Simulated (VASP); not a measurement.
# MnO (P-6m2) in VASP: single point with PBE+U

Aim: the single point of MnO with PBE+U.

Everything below comes from runs of VASP 6.6.1. Logs are shortened: lines on timing, memory, paths and dates and some standing lists are left out, and cuts for length are marked.

### 1 The cell of the first run

It takes space group P-6m2 (No. 187, hexagonal). Conventional cell: a = 2.969 Å, b = 2.969 Å, c = 2.898 Å, α = 90.00°, β = 90.00°, γ = 120.00°. Within 3.0 Å of Mn (site symmetry -6m2) lie 6 O at 2.24 Å and 8 Mn at 2.90 to 2.97 Å. Within 3.0 Å of O (site symmetry -6m2) lie 6 Mn at 2.24 Å and 8 O at 2.90 to 2.97 Å.

### 2 Single point, PBE+U, non-collinear spin, twin_end start, spin-orbit coupling

INCAR reads:

```
SYSTEM = MnO
ALGO = Normal
EDIFF = 1E-6
ENCUT = 520
GGA = PE
GGA_COMPAT = .FALSE.
ISIF = 2
ISMEAR = 0
LASPH = .TRUE.
LCHARG = .TRUE.
LDAU = .TRUE.
LDAUJ = 0 0
LDAUL = 2 -1
LDAUPRINT = 1
LDAUTYPE = 2
LDAUU = 3 0
LMAXMIX = 4
LORBIT = 11
LORBMOM = .TRUE.
LREAL = .FALSE.
LSORBIT = .TRUE.
LVHAR = .TRUE.
LWAVE = .FALSE.
MAGMOM = 0 0 -2.87 0 0 -0.42
NBANDS = 31
NELM = 150
PREC = Accurate
SIGMA = 0.05
```

KPOINTS reads:

```
k-points
0
G
  7 7 7
  0 0 0
```

POSCAR reads:

```
MnO
1.0
    2.9694859100      0.0000000000      0.0000000000
   -1.4847429600      2.5716502300      0.0000000000
    0.0000000000      0.0000000000      2.8980711300
Mn O
1 1
Direct
    0.0000000000      0.0000000000      0.0000000000
    0.6666666667      0.3333333333      0.5000000000
```

Potentials or basis: VASP PAW PBE potentials, release 64 (Mn_pv, O).

Run with:

```bash
cat potpaw_PBE.64/Mn_pv/POTCAR potpaw_PBE.64/O/POTCAR > POTCAR
mpirun -np 1 vasp_ncl > vasp.out
```

OUTCAR:

```text
SYSTEM = MnO
   EDIFF = 1E-6
   ENCUT = 520
   GGA = PE
   ISIF = 2
   ISMEAR = 0
   LASPH = .TRUE.
   LORBIT = 11
   LREAL = .FALSE.
   LSORBIT = .TRUE.
   NELM = 150
   PREC = Accurate

 ion  position               nearest neighbor table
   1  0.000  0.000  0.000-   2 2.24   2 2.24   2 2.24   2 2.24   2 2.24   2 2.24
   2  0.667  0.333  0.500-   1 2.24   1 2.24   1 2.24   1 2.24   1 2.24   1 2.24

  LATTYP: Found a hexagonal cell.
 ALAT       =     2.9694859100
 C/A-ratio  =     0.9759504567

  Lattice vectors:

 A1 = (   2.9694859100,   0.0000000000,   0.0000000000)
 A2 = (  -1.4847429600,   2.5716502300,   0.0000000000)
 A3 = (   0.0000000000,   0.0000000000,   2.8980711300)

Analysis of symmetry for initial positions (statically):
=====================================================================
 Subroutine PRICEL returns:
 Original cell was already a primitive cell.

 Routine SETGRP: Setting up the symmetry group for a
 hexagonal supercell.

 Subroutine GETGRP returns: Found 12 space group operations
 (whereof 12 operations were pure point group operations)
 out of a pool of 24 trial point group operations.

The static configuration has the point symmetry D_3h.

Analysis of symmetry for dynamics (positions and initial velocities):
=====================================================================
 Subroutine PRICEL returns:
 Original cell was already a primitive cell.

 Routine SETGRP: Setting up the symmetry group for a
 hexagonal supercell.

 Subroutine GETGRP returns: Found 12 space group operations
 (whereof 12 operations were pure point group operations)
 out of a pool of 24 trial point group operations.

The dynamic configuration has the point symmetry D_3h.

Analysis of structural, dynamic, and magnetic symmetry:
=====================================================================
 Subroutine PRICEL returns:
 Original cell was already a primitive cell.

 Routine SETGRP: Setting up the symmetry group for a
 hexagonal supercell.

 Subroutine GETGRP returns: Found  6 space group operations
 (whereof  6 operations were pure point group operations)
 out of a pool of 24 trial point group operations.

The overall configuration has the point symmetry C_3h.

 Subroutine INISYM returns: Found  6 space group operations
 (whereof  6 operations are pure point group operations),
 and found     1 'primitive' translations

----------------------------------------------------------------------------------------

                                     Primitive cell

  volume of cell :      22.1311

  direct lattice vectors                    reciprocal lattice vectors
     2.969485910  0.000000000  0.000000000     0.336758628  0.194427685  0.000000000
    -1.484742960  2.571650230  0.000000000     0.000000000  0.388855369  0.000000000
     0.000000000  0.000000000  2.898071130     0.000000000  0.000000000  0.345057093

  length of vectors
     2.969485910  2.969485909  2.898071130     0.388855369  0.388855369  0.345057093

  position of ions in fractional coordinates (direct lattice)
     0.000000000  0.000000000  0.000000000
     0.666666667  0.333333333  0.500000000

  ion indices of the primitive-cell ions
   primitive index   ion index
                 1           1
                 2           2

----------------------------------------------------------------------------------------

 KPOINTS: k-points

Automatic generation of k-mesh.
 Grid dimensions read from file:
 generate k-points for:    7    7    7

 Generating k-lattice:

  Cartesian coordinates                     Fractional coordinates (reciprocal lattice)
     0.048108375  0.027775384  0.000000000     0.142857143  0.000000000  0.000000000
     0.000000000  0.055550767  0.000000000     0.000000000  0.142857143  0.000000000
     0.000000000  0.000000000  0.049293870     0.000000000  0.000000000  0.142857143

  Length of vectors
     0.055550767  0.055550767  0.049293870

  Shift w.r.t. Gamma in fractional coordinates (k-lattice)
     0.000000000  0.000000000  0.000000000

 Subroutine IBZKPT returns following result:
 ===========================================

 Found     68 irreducible k-points:

 Following reciprocal coordinates:
            Coordinates               Weight
[... 123 lines left out ...]
 -0.0000  0.0000 -0.0000  0.0000  0.9347      0.0006  0.0000  0.0000 -0.0000  0.0000

 occupancies and eigenvectors

  o =  0.0220  v =  0.0000 -0.0000 -0.9997 -0.0000 -0.0000  0.0000 -0.0002 -0.0000  0.0113 -0.0000      0.0000  0.0000 -0.0183  0.0000 -0.0000  0.0000  0.0113  0.0000  0.0002 -0.0000
  o =  0.0330  v = -0.7071 -0.0000 -0.0000 -0.0000 -0.0000  0.0000 -0.0000  0.0000  0.0000  0.0000      0.0000 -0.0000 -0.0000  0.0000  0.7071  0.0000  0.0000  0.0000  0.0000 -0.0000
  o =  0.0336  v =  0.7070 -0.0000  0.0000  0.0000 -0.0000  0.0000  0.0098  0.0000 -0.0000  0.0000      0.0000 -0.0000 -0.0000  0.0000  0.7070  0.0000  0.0000 -0.0000  0.0098 -0.0000
  o =  0.0679  v = -0.0000 -0.6565  0.0000  0.2626 -0.0000  0.0058 -0.0000 -0.0000 -0.0000 -0.0023      0.0000  0.2626 -0.0000  0.6565 -0.0000 -0.0023 -0.0000 -0.0000 -0.0000 -0.0058
  o =  0.0685  v =  0.0000  0.6524  0.0000 -0.2725  0.0000  0.0000  0.0000 -0.0044 -0.0000  0.0000      0.0000  0.2725 -0.0000  0.6524  0.0000  0.0000  0.0000  0.0106  0.0000 -0.0000
  o =  0.9334  v =  0.0000 -0.0012  0.0000  0.0080  0.0000  0.0000 -0.0000 -0.9894  0.0000 -0.0000      0.0000 -0.0080  0.0000 -0.0012  0.0000  0.0000  0.0000  0.1446  0.0000  0.0000
  o =  0.9342  v = -0.0000 -0.0000  0.0000 -0.0000  0.0000  0.3745  0.0000  0.0000  0.0000 -0.5998      0.0000  0.0000  0.0000 -0.0000 -0.0000  0.5998  0.0000  0.0000  0.0000  0.3745
  o =  0.9354  v =  0.0000 -0.0060 -0.0000 -0.0019 -0.0000 -0.6749 -0.0000 -0.0000 -0.0000 -0.2108      0.0000 -0.0019  0.0000  0.0060  0.0000 -0.2108 -0.0000 -0.0000 -0.0000  0.6749
  o =  0.9650  v =  0.0098  0.0000 -0.0000 -0.0000  0.0000  0.0000 -0.7070  0.0000 -0.0000 -0.0000      0.0000  0.0000  0.0000 -0.0000  0.0098  0.0000 -0.0000 -0.0000 -0.7070 -0.0000
  o =  0.9657  v =  0.0000  0.0000  0.0122  0.0000 -0.0000 -0.0000  0.4572 -0.0000  0.5393  0.0000      0.0000  0.0000 -0.0104 -0.0000  0.0000  0.0000  0.5393 -0.0000 -0.4572  0.0000

 number of electron      18.9999986 magnetization      -0.0000000     -0.0000000     -4.9985724

 Free energy of the ion-electron system (eV)
  ---------------------------------------------------
  ext. energy  EPLUGINS =         0.00000000
  ---------------------------------------------------
  free energy    TOTEN  =       -15.19233976 eV

  energy without entropy =      -15.19211876  energy(sigma->0) =      -15.19222926

 E-fermi :   6.5854     XC(G=0): -11.7726

 val. band max:        6.5488012453   @ k =   0.0000   0.0000   0.0000
 cond. band min:       7.2014784095   @ k =   0.0000   0.0000   0.0000
 fundamental gap:      0.6526771641
 Fermi energy:         6.5854084421

 k-point     1 :       0.0000    0.0000    0.0000
  band No.  band energies     occupation
      1     -43.8190      1.00000
      2     -43.2653      1.00000
      3     -42.9224      1.00000
      4     -38.7852      1.00000
      5     -38.2158      1.00000
      6     -38.0362      1.00000
[... 805 lines left out ...]
     30      21.4387      0.00000
     31      21.6255      0.00000

 [... further k-points ...]
[... 5 lines left out ...]
  --------------------------------------------------------------------------------------
  -------------------------------------------------------------------------------------
  Total        1.6833102      1.6833102     -0.9722860      0.0000000      0.0000000      0.0000000
  in kB      121.8631863    121.8631859    -70.3886101      0.0000031      0.0000000      0.0000000
  external PRESSURE =      57.7792541 kB  Pullay stress =       0.0000000 kB

 VOLUME and BASIS-vectors are now :
 -----------------------------------------------------------------------------
  energy-cutoff  :      520.00
  volume of cell :       22.13
      direct lattice vectors                 reciprocal lattice vectors
     2.969485910  0.000000000  0.000000000     0.336758628  0.194427685  0.000000000
    -1.484742960  2.571650230  0.000000000     0.000000000  0.388855369  0.000000000
     0.000000000  0.000000000  2.898071130     0.000000000  0.000000000  0.345057093

 POSITION                                       TOTAL-FORCE (eV/Angst)
 -----------------------------------------------------------------------------------
      0.00000      0.00000      0.00000         0.000000     -0.000000      0.000000
      1.48474      0.85722      1.44904        -0.000000      0.000000      0.000000
 -----------------------------------------------------------------------------------
    total drift:                               -0.000000      0.000000      0.000000

  FREE ENERGIE OF THE ION-ELECTRON SYSTEM (eV)
  ---------------------------------------------------
  free  energy   TOTEN  =       -15.1923397630 eV

  energy  without entropy=      -15.1921187622  energy(sigma->0) =      -15.19222926

 orbital moment (x)

 # of ion     p       d       tot
 ----------------------------------------
  1         0.000   0.000   0.000
  2         0.000   0.000   0.000
 ----------------------------------------
            0.000   0.000   0.000

 orbital moment (y)

 # of ion     p       d       tot
 ----------------------------------------
  1         0.000  -0.000  -0.000
  2        -0.000   0.000  -0.000
 ----------------------------------------
           -0.000  -0.000  -0.000

 orbital moment (z)

 # of ion     p       d       tot
 ----------------------------------------
  1         0.001   0.001   0.001
  2        -0.000   0.000  -0.000
 ----------------------------------------
            0.000   0.001   0.001

 Spin-Orbit-Coupling matrix elements

 Ion:    1  E_soc:     -0.0273881
 l=   1
     0.0000000    -0.0035866    -0.0035964
    -0.0035866     0.0000000    -0.0035866
    -0.0035964    -0.0035866     0.0000000
 l=   2
     0.0000000    -0.0002783     0.0000000    -0.0002783    -0.0001196
    -0.0002783     0.0000000    -0.0008298    -0.0000319    -0.0002783
     0.0000000    -0.0008298     0.0000000    -0.0008298     0.0000000
    -0.0002783    -0.0000319    -0.0008298     0.0000000    -0.0002783
    -0.0001196    -0.0002783     0.0000000    -0.0002783     0.0000000
 l=   3
     0.0000000     0.0000000     0.0000000     0.0000000     0.0000000     0.0000000     0.0000000
     0.0000000     0.0000000     0.0000000     0.0000000     0.0000000     0.0000000     0.0000000
     0.0000000     0.0000000     0.0000000     0.0000000     0.0000000     0.0000000     0.0000000
     0.0000000     0.0000000     0.0000000     0.0000000     0.0000000     0.0000000     0.0000000
     0.0000000     0.0000000     0.0000000     0.0000000     0.0000000     0.0000000     0.0000000
     0.0000000     0.0000000     0.0000000     0.0000000     0.0000000     0.0000000     0.0000000
     0.0000000     0.0000000     0.0000000     0.0000000     0.0000000     0.0000000     0.0000000

 Ion:    2  E_soc:     -0.0001707
 l=   1
     0.0000000    -0.0000229    -0.0000396
    -0.0000229     0.0000000    -0.0000229
    -0.0000396    -0.0000229     0.0000000
 l=   2
     0.0000000     0.0000000     0.0000000     0.0000000     0.0000000
     0.0000000     0.0000000     0.0000000     0.0000000     0.0000000
     0.0000000     0.0000000     0.0000000     0.0000000     0.0000000
     0.0000000     0.0000000     0.0000000     0.0000000     0.0000000
     0.0000000     0.0000000     0.0000000     0.0000000     0.0000000
 l=   3
     0.0000000     0.0000000     0.0000000     0.0000000     0.0000000     0.0000000     0.0000000
     0.0000000     0.0000000     0.0000000     0.0000000     0.0000000     0.0000000     0.0000000
     0.0000000     0.0000000     0.0000000     0.0000000     0.0000000     0.0000000     0.0000000
     0.0000000     0.0000000     0.0000000     0.0000000     0.0000000     0.0000000     0.0000000
     0.0000000     0.0000000     0.0000000     0.0000000     0.0000000     0.0000000     0.0000000
     0.0000000     0.0000000     0.0000000     0.0000000     0.0000000     0.0000000     0.0000000
     0.0000000     0.0000000     0.0000000     0.0000000     0.0000000     0.0000000     0.0000000

 total charge

# of ion       s       p       d       tot
------------------------------------------
    1        0.214   6.189   4.939  11.342
    2        1.558   3.433   0.000   4.991
--------------------------------------------------
tot          1.773   9.621   4.939  16.333

 magnetization (x)

# of ion       s       p       d       tot
------------------------------------------
    1        0.000  -0.000   0.000   0.000
    2       -0.000  -0.000   0.000  -0.000
--------------------------------------------------
tot          0.000  -0.000   0.000  -0.000

 magnetization (y)

# of ion       s       p       d       tot
------------------------------------------
    1        0.000   0.000   0.000   0.000
    2        0.000   0.000   0.000   0.000
--------------------------------------------------
tot          0.000   0.000   0.000   0.000

 magnetization (z)

# of ion       s       p       d       tot
------------------------------------------
    1       -0.033  -0.038  -4.498  -4.569
    2       -0.023  -0.147   0.000  -0.170
--------------------------------------------------
tot         -0.057  -0.185  -4.498  -4.739
```

Wall time 80 s (1 thread of Intel Xeon Platinum 8488C (Sapphire Rapids), shared host); peak memory 0.24 GiB.

What came out:

```yaml
Free_energy: -15.1923 eV
Pressure: 5.8 GPa
Net_moment: 5.00 μB per cell
Valence_electrons_inside_the_program's_atomic_spheres: Mn 11.34; O 4.99
```

Stress tensor (GPa, compression positive):
```
12.19  0.00  0.00
 0.00 12.19  0.00
 0.00  0.00 -7.04
```

Moments on the atoms (μB; x, y, z):
```
Mn   0.00  0.00 -4.57
O    0.00  0.00 -0.17
```

Caveat: a cell with one magnetic atom can't hold antiferromagnetic order, which such compounds often take.
